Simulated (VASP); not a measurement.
A run of VASP 6.6.1 is set up as follows.

File INCAR:

```
ALGO = Fast
DIPOL = 0.5 0.5 0.500
EDIFF = 1E-6
ENCUT = 520
GGA = PE
IDIPOL = 3
ISIF = 2
ISMEAR = 0
LASPH = True
LCHARG = False
LDIPOL = True
LREAL = False
LWAVE = False
NBANDS = 36
NELM = 100
PREC = Accurate
SIGMA = 0.1
```

File KPOINTS:

```
k-points
0
Gamma
  12 12 1
```

File POSCAR:

```
Al4Ru3
1.0
    3.0040847245      0.0000000000      0.0000000000
    0.0000000000      3.0040847245      0.0000000000
    0.0000000000      0.0000000000     24.0122541736
Al Ru
4 3
Direct
    0.0000000000      0.0000000000      0.3211667996
    0.0000000000      0.0000000000      0.4384014688
    0.0000000000      0.0000000000      0.5615985461
    0.0000000000      0.0000000000      0.6788331868
    0.5000000000      0.5000000000      0.3727738721
    0.5000000000      0.5000000000      0.5000000163
    0.5000000000      0.5000000000      0.6272261104
```

Potentials or basis: VASP PAW PBE potentials, release 64 (Al, Ru_pv).

Run with:

```bash
$ cat potpaw_PBE.64/Al/POTCAR potpaw_PBE.64/Ru_pv/POTCAR > POTCAR
$ mpirun -np 1 vasp_std > vasp.out
```

(1) What does it give for the band gap on the k mesh?

(2) Predict the largest force.

Results:

(1) zero (band 27 reaches 4.43 eV, above the bottom of band 28 at 2.15 eV).

(2) 0.028 eV/Å.
